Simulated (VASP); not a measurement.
# As (R-3m) in VASP: notebook, part 2 of 3

VASP 6.6.1. The steps go on from the part before.

## 4. Electric field gradients, LDA (volume scaled by 1.01)

Input file INCAR:

```
PREC     = Accurate       # precision mode
ENCUT    = 520            # plane-wave cutoff, eV
EDIFF    = 1E-8           # SCF threshold, eV
ISMEAR   = -1             # smearing method
SIGMA    = 0.05           # smearing width, eV
LREAL    = False          # projectors in reciprocal space
LASPH    = True           # aspherical terms in the spheres
NELM     = 80             # most SCF steps
ALGO     = Normal         # electronic algorithm
ISIF     = 2              # what is computed and relaxed
LWAVE    = False          # write WAVECAR
LCHARG   = False          # write CHGCAR
GGA      = CA             # functional
LEFG     = True         
NBANDS   = 12             # bands
```

Input file KPOINTS:

```
regular mesh
0
Gamma
  13 13 13
```

Input file POSCAR:

```
As
1.0
    1.8859945182      1.0888794428      3.4973507163
   -1.8859945182      1.0888794428      3.4973507163
    0.0000000000     -2.1777588855      3.4973507163
As
2
Direct
    0.2275400000      0.2275400000      0.2275400000
    0.7724600000      0.7724600000      0.7724600000
```

Potentials or basis: VASP PAW LDA potentials, release 64 (As).

On the command line:

```
$ cat potpaw_LDA.64/As/POTCAR > POTCAR
$ mpirun -np 1 vasp_std > vasp.out
```

OUTCAR:

```text
PREC = Accurate
   ENCUT = 520
   EDIFF = 1E-8
   ISMEAR = -1
   LREAL = False
   LASPH = True
   NELM = 80
   ISIF = 2
   GGA = CA

 ion  position               nearest neighbor table
   1  0.228  0.228  0.228-   2 2.52   2 2.52   2 2.52
   2  0.772  0.772  0.772-   1 2.52   1 2.52   1 2.52

  LATTYP: Found a trigonal (rhomboedric) cell.
 ALAT       =     4.1199630819
 COS(alpha) =     0.5808936906

  Lattice vectors:

 A1 = (   1.8859945182,   1.0888794428,   3.4973507163)
 A2 = (  -1.8859945182,   1.0888794428,   3.4973507163)
 A3 = (   0.0000000000,  -2.1777588855,   3.4973507163)

Analysis of symmetry for initial positions (statically):
=====================================================================
 Subroutine PRICEL returns:
 Original cell was already a primitive cell.

 Routine SETGRP: Setting up the symmetry group for a
 trigonal (rhombohedral) supercell.

 Subroutine GETGRP returns: Found 12 space group operations
 (whereof 12 operations were pure point group operations)
 out of a pool of 12 trial point group operations.

The static configuration has the point symmetry D_3d.

Analysis of symmetry for dynamics (positions and initial velocities):
=====================================================================
 Subroutine PRICEL returns:
 Original cell was already a primitive cell.

 Routine SETGRP: Setting up the symmetry group for a
 trigonal (rhombohedral) supercell.

 Subroutine GETGRP returns: Found 12 space group operations
 (whereof 12 operations were pure point group operations)
 out of a pool of 12 trial point group operations.

The dynamic configuration has the point symmetry D_3d.

 Subroutine INISYM returns: Found 12 space group operations
 (whereof 12 operations are pure point group operations),
 and found     1 'primitive' translations

----------------------------------------------------------------------------------------

                                     Primitive cell

  volume of cell :      43.0934

  direct lattice vectors                    reciprocal lattice vectors
     1.885994518  1.088879443  3.497350716     0.265112117  0.153062552  0.095310239
    -1.885994518  1.088879443  3.497350716    -0.265112117  0.153062552  0.095310239
     0.000000000 -2.177758885  3.497350716     0.000000000 -0.306125105  0.095310239

  length of vectors
     4.119963082  4.119963082  4.119963082     0.320619122  0.320619122  0.320619122

  position of ions in fractional coordinates (direct lattice)
     0.227540000  0.227540000  0.227540000
     0.772460000  0.772460000  0.772460000

  ion indices of the primitive-cell ions
   primitive index   ion index
                 1           1
                 2           2

----------------------------------------------------------------------------------------

 KPOINTS: regular mesh

Automatic generation of k-mesh.
 Grid dimensions read from file:
 generate k-points for:   13   13   13

 Generating k-lattice:

  Cartesian coordinates                     Fractional coordinates (reciprocal lattice)
     0.020393240  0.011774042  0.007331557     0.076923077  0.000000000 -0.000000000
    -0.020393240  0.011774042  0.007331557     0.000000000  0.076923077 -0.000000000
[... 75 lines left out ...]
   IALGO  =     38    algorithm
   IMIX   =      4    mixing-type and parameters
     AMIX     =   0.40;   BMIX     =  1.00
     AMIX_MAG =   1.60;   BMIX_MAG =  1.00
  volume/ion in A,a.u.               =      21.55       145.40
  Fermi-wavevector in a.u.,A,eV,Ry     =   1.006015  1.901093 13.770006  1.012067
  Thomas-Fermi vector in A             =   2.138731
   LORBIT       =      0    0 simple, 1 ext, 2 COOP (PROOUT), +10 PAW based schemes
   GGA     = CA    functional components
   LHFCALC =     F    Hartree Fock is set to
   AEXX    =    0.0000 exact exchange contribution
   IVDW    =     0    specifies the selected vdW correction
   LEPSILON=     F    determine dielectric tensor
   LRPA    =     F    only Hartree local field effects (RPA)
 non-spin polarized calculation
  energy-cutoff  :      520.00
  volume of cell :       43.09
 maximum number of plane-waves:      1174
   NGX = 15   NGY = 15   NGZ = 15

 number of electron      10.0000000 magnetization

 number of electron       9.9999999 magnetization

 Free energy of the ion-electron system (eV)
  ---------------------------------------------------
  ext. energy  EPLUGINS =         0.00000000
  ---------------------------------------------------
  free energy    TOTEN  =       -10.76380142 eV

  energy without entropy =      -10.76281856  energy(sigma->0) =      -10.76330999

 E-fermi :   5.4662     XC(G=0): -10.1611

 val. band max:        5.4286790078   @ k =   0.4615   0.0769   0.0769
 cond. band min:       5.5239045246   @ k =   0.3846   0.1538   0.1538
 fundamental gap:      0.0952255168
 Fermi energy:         5.4662438511

 k-point     1 :       0.0000    0.0000    0.0000
  band No.  band energies     occupation
      1      -9.5778      2.00000
      2      -0.4556      2.00000
      3       2.9262      2.00000
      4       3.4460      2.00000
      5       3.4460      2.00000
      6       7.1570      0.00000
      7       8.3407      0.00000
      8       8.3407      0.00000
      9      12.2213      0.00000
     10      12.2213      0.00000
     11      12.6039      0.00000
     12      14.1577      0.00000
[... 331 lines left out ...]
 k-point    24 :       0.4615    0.1538    0.0000
  band No.  band energies     occupation
      1      -7.3093      2.00000
      2      -4.7848      2.00000
      3       1.2878      2.00000
      4       2.0111      2.00000
      5       3.5908      2.00000
      6       7.0519      0.00000
      7       7.2391      0.00000
      8       8.3306      0.00000
      9      12.0374      0.00000
     10      15.0813      0.00000
     11      15.5635      0.00000
     12      17.3693      0.00000

 [... further k-points ...]
[... 5 lines left out ...]
  --------------------------------------------------------------------------------------
  -------------------------------------------------------------------------------------
  Total       -0.4289948     -0.4289948     -0.6471901      0.0000000     -0.0000000      0.0000000
  in kB      -15.9496802    -15.9496802    -24.0620046      0.0000000     -0.0000000      0.0000000
  external PRESSURE =     -18.6537884 kB  Pullay stress =       0.0000000 kB

 VOLUME and BASIS-vectors are now :
 -----------------------------------------------------------------------------
  energy-cutoff  :      520.00
  volume of cell :       43.09
      direct lattice vectors                 reciprocal lattice vectors
     1.885994518  1.088879443  3.497350716     0.265112117  0.153062552  0.095310239
    -1.885994518  1.088879443  3.497350716    -0.265112117  0.153062552  0.095310239
     0.000000000 -2.177758885  3.497350716     0.000000000 -0.306125105  0.095310239

 POSITION                                       TOTAL-FORCE (eV/Angst)
 -----------------------------------------------------------------------------------
      0.00000      0.00000      2.38736         0.000000      0.000000      0.073346
      0.00000      0.00000      8.10469         0.000000     -0.000000     -0.073346
 -----------------------------------------------------------------------------------
    total drift:                               -0.000000      0.000000     -0.000000

  FREE ENERGIE OF THE ION-ELECTRON SYSTEM (eV)
  ---------------------------------------------------
  free  energy   TOTEN  =       -10.7638014239 eV

  energy  without entropy=      -10.7628185616  energy(sigma->0) =      -10.76330999

 Electric field gradients (V/A^2)
---------------------------------------------------------------------
 ion       V_xx      V_yy      V_zz      V_xy      V_xz      V_yz
---------------------------------------------------------------------
   1      22.856    22.856   -45.712     0.000     0.000    -0.000
   2      22.856    22.856   -45.712     0.000    -0.000    -0.000
---------------------------------------------------------------------

 Electric field gradients after diagonalization (V/A^2)
 (convention: |V_zz| > |V_xx| > |V_yy|)
----------------------------------------------------------------------
 ion       V_xx      V_yy      V_zz     asymmetry (V_yy - V_xx)/ V_zz
----------------------------------------------------------------------
   1      22.856    22.856   -45.712       0.000
   2      22.856    22.856   -45.712       0.000
----------------------------------------------------------------------

           NMR quadrupolar parameters

 Cq : quadrupolar parameter    Cq=e*Q*V_zz/h
 eta: asymmetry parameters     (V_yy - V_xx)/ V_zz
 Q  : nuclear electric quadrupole moment in mb (millibarn)
----------------------------------------------------------------------
 ion       Cq(MHz)       eta       Q (mb)
----------------------------------------------------------------------
   1      -0.111       0.000       1.000
   2      -0.111       0.000       1.000
----------------------------------------------------------------------
```

Run time: 32 s. Hardware: 1 thread of Intel Xeon 6975P-C (Granite Rapids), shared host; peak memory 0.22 GiB.

Results:

```yaml
Free_energy: -10.7638 eV
Pressure: -1.9 GPa
Largest_force: 0.073 eV/Å
Band_gap_on_the_k_mesh: zero (band 5 reaches 5.60 eV, above the bottom of band 6 at 5.25 eV)
```

Forces in eV/Å, atoms in the order of the input:
```
As   0.000  0.000  0.073
As   0.000  0.000 -0.073
```

Electric field gradients, principal values (V/Å²):
| atom | least | middle | greatest (by size) |
| --- | --- | --- | --- |
| 1 As | 22.856 | 22.856 | -45.712 |
| 2 As | 22.856 | 22.856 | -45.712 |

Caveat: without QUAD_EFG the Cq values of the log hold for a quadrupole moment of 1 mb, not for the nuclei.

## 5. Electric field gradients, LDA (zz strain of +1 %)

Input file INCAR:

```
SYSTEM = As
PREC = Accurate
ENCUT = 520
EDIFF = 1E-8
ISMEAR = -1
SIGMA = 0.05
LREAL = .False.
LASPH = .True.
NELM = 80
ALGO = Normal
ISIF = 2
LWAVE = .False.
LCHARG = .False.
GGA = CA
LEFG = .True.
NBANDS = 12
```

Input file KPOINTS:

```
Automatic mesh
0
Gamma
  13 13 13
  0 0 0
```

Input file POSCAR:

```
As
1.0
    1.8797494575      1.0852738553      3.5206277000
   -1.8797494575      1.0852738553      3.5206277000
    0.0000000000     -2.1705477106      3.5206277000
As
2
Direct
    0.2275400000      0.2275400000      0.2275400000
    0.7724600000      0.7724600000      0.7724600000
```

Potentials or basis: VASP PAW LDA potentials, release 64 (As).

On the command line:

```
$ cat potpaw_LDA.64/As/POTCAR > POTCAR
$ mpirun -np 1 vasp_std > vasp.out
```

OUTCAR:

```text
SYSTEM = As
   PREC = Accurate
   ENCUT = 520
   EDIFF = 1E-8
   ISMEAR = -1
   LREAL = .False.
   LASPH = .True.
   NELM = 80
   ISIF = 2
   GGA = CA

 ion  position               nearest neighbor table
   1  0.228  0.228  0.228-   2 2.52   2 2.52   2 2.52
   2  0.772  0.772  0.772-   1 2.52   1 2.52   1 2.52

  LATTYP: Found a trigonal (rhomboedric) cell.
 ALAT       =     4.1359517364
 COS(alpha) =     0.5868773489

  Lattice vectors:

 A1 = (   1.8797494575,   1.0852738553,   3.5206277000)
 A2 = (  -1.8797494575,   1.0852738553,   3.5206277000)
 A3 = (   0.0000000000,  -2.1705477106,   3.5206277000)

Analysis of symmetry for initial positions (statically):
=====================================================================
 Subroutine PRICEL returns:
 Original cell was already a primitive cell.

 Routine SETGRP: Setting up the symmetry group for a
 trigonal (rhombohedral) supercell.

 Subroutine GETGRP returns: Found 12 space group operations
 (whereof 12 operations were pure point group operations)
 out of a pool of 12 trial point group operations.

The static configuration has the point symmetry D_3d.

Analysis of symmetry for dynamics (positions and initial velocities):
=====================================================================
 Subroutine PRICEL returns:
 Original cell was already a primitive cell.

 Routine SETGRP: Setting up the symmetry group for a
 trigonal (rhombohedral) supercell.

 Subroutine GETGRP returns: Found 12 space group operations
 (whereof 12 operations were pure point group operations)
 out of a pool of 12 trial point group operations.

The dynamic configuration has the point symmetry D_3d.

[... 166 lines left out ...]
     11      12.6191      0.00000
     12      14.1883      0.00000
[... 331 lines left out ...]
 k-point    24 :       0.4615    0.1538   -0.0000
  band No.  band energies     occupation
      1      -7.3101      2.00000
      2      -4.7680      2.00000
      3       1.2899      2.00000
      4       1.9617      2.00000
      5       3.5978      2.00000
      6       7.0179      0.00000
      7       7.2509      0.00000
      8       8.3226      0.00000
      9      12.1041      0.00000
     10      14.9488      0.00000
     11      15.5077      0.00000
     12      17.4782      0.00000

 [... further k-points ...]
[... 5 lines left out ...]
  --------------------------------------------------------------------------------------
  -------------------------------------------------------------------------------------
  Total       -0.3354205     -0.3354205     -0.7007857      0.0000000      0.0000000      0.0000000
  in kB      -12.4706614    -12.4706614    -26.0546441      0.0000000      0.0000000      0.0000000
  external PRESSURE =     -16.9986556 kB  Pullay stress =       0.0000000 kB

 VOLUME and BASIS-vectors are now :
 -----------------------------------------------------------------------------
  energy-cutoff  :      520.00
  volume of cell :       43.09
      direct lattice vectors                 reciprocal lattice vectors
     1.879749457  1.085273855  3.520627700     0.265992895  0.153571070  0.094680086
    -1.879749457  1.085273855  3.520627700    -0.265992895  0.153571070  0.094680086
     0.000000000 -2.170547711  3.520627700     0.000000000 -0.307142139  0.094680086

 POSITION                                       TOTAL-FORCE (eV/Angst)
 -----------------------------------------------------------------------------------
      0.00000      0.00000      2.40325         0.000000      0.000000      0.041802
      0.00000      0.00000      8.15863         0.000000     -0.000000     -0.041802
 -----------------------------------------------------------------------------------
    total drift:                               -0.000000      0.000000     -0.000000

  FREE ENERGIE OF THE ION-ELECTRON SYSTEM (eV)
  ---------------------------------------------------
  free  energy   TOTEN  =       -10.7618587631 eV

  energy  without entropy=      -10.7606781714  energy(sigma->0) =      -10.76126847

 Electric field gradients (V/A^2)
---------------------------------------------------------------------
 ion       V_xx      V_yy      V_zz      V_xy      V_xz      V_yz
---------------------------------------------------------------------
   1      22.091    22.091   -44.181    -0.000     0.000    -0.000
   2      22.091    22.091   -44.181    -0.000     0.000    -0.000
---------------------------------------------------------------------

 Electric field gradients after diagonalization (V/A^2)
 (convention: |V_zz| > |V_xx| > |V_yy|)
----------------------------------------------------------------------
 ion       V_xx      V_yy      V_zz     asymmetry (V_yy - V_xx)/ V_zz
----------------------------------------------------------------------
   1      22.091    22.091   -44.181       0.000
   2      22.091    22.091   -44.181       0.000
----------------------------------------------------------------------

           NMR quadrupolar parameters

 Cq : quadrupolar parameter    Cq=e*Q*V_zz/h
 eta: asymmetry parameters     (V_yy - V_xx)/ V_zz
 Q  : nuclear electric quadrupole moment in mb (millibarn)
----------------------------------------------------------------------
 ion       Cq(MHz)       eta       Q (mb)
----------------------------------------------------------------------
   1      -0.107       0.000       1.000
   2      -0.107       0.000       1.000
----------------------------------------------------------------------
```

OSZICAR:

```text
N       E                     dE             d eps       ncg     rms          rms(c)
DAV:   1     0.274649037026E+02    0.27465E+02   -0.41501E+03  5544   0.693E+02
DAV:   2    -0.917734958382E+01   -0.36642E+02   -0.34999E+02  7512   0.110E+02
DAV:   3    -0.108002315526E+02   -0.16229E+01   -0.16142E+01  6956   0.240E+01
DAV:   4    -0.108088354513E+02   -0.86039E-02   -0.86033E-02  6248   0.199E+00
DAV:   5    -0.108088585081E+02   -0.23057E-04   -0.23056E-04  6936   0.112E-01    0.354E+00
DAV:   6    -0.107777954322E+02    0.31063E-01   -0.86094E-03  6224   0.480E-01    0.209E+00
DAV:   7    -0.107618778445E+02    0.15918E-01   -0.16608E-02  6168   0.685E-01    0.711E-02
DAV:   8    -0.107618541863E+02    0.23658E-04   -0.44162E-04  6512   0.132E-01    0.223E-02
DAV:   9    -0.107618589944E+02   -0.48081E-05   -0.27822E-05  6628   0.294E-02    0.932E-03
DAV:  10    -0.107618586567E+02    0.33772E-06   -0.17289E-06  6568   0.707E-03    0.284E-03
DAV:  11    -0.107618587680E+02   -0.11125E-06   -0.18356E-07  6624   0.258E-03    0.543E-04
DAV:  12    -0.107618587631E+02    0.48346E-08   -0.20796E-08  6108   0.681E-04
   1 F= -.10761859E+02 E0= -.10761268E+02  d E =-.118059E-02
```

Wall time 32 s (1 thread of Intel Xeon 6975P-C (Granite Rapids), shared host); peak memory 0.22 GiB.

Results:

```
Free energy            : -10.7619 eV
Pressure               : -1.7 GPa
Largest force          : 0.042 eV/Å
Band gap on the k mesh : zero (band 5 reaches 5.65 eV, above the bottom of band 6 at 5.24 eV)
```

Forces on the atoms (eV/Å):
```
As   0.000  0.000  0.042
As   0.000  0.000 -0.042
```

Levels at points of the mesh, in eV from the Fermi level:
| k point | band 3 | band 4 | band 5 | band 6 | band 7 | band 8 |
| --- | --- | --- | --- | --- | --- | --- |
| (0.00, 0.00, 0.00) | -2.64 | -2.00 | -2.00 | 1.67 | 2.85 | 2.85 |

Electric field gradients, principal values (V/Å²):
```tsv
atom	least	middle	greatest (by size)
1 As	22.091	22.091	-44.181
2 As	22.091	22.091	-44.181
```

Caveat: the cell differs from its parent crystal (zz strain of +1 %); without QUAD_EFG the Cq values of the log hold for a quadrupole moment of 1 mb, not for the nuclei.

[end of part 2 of 3]
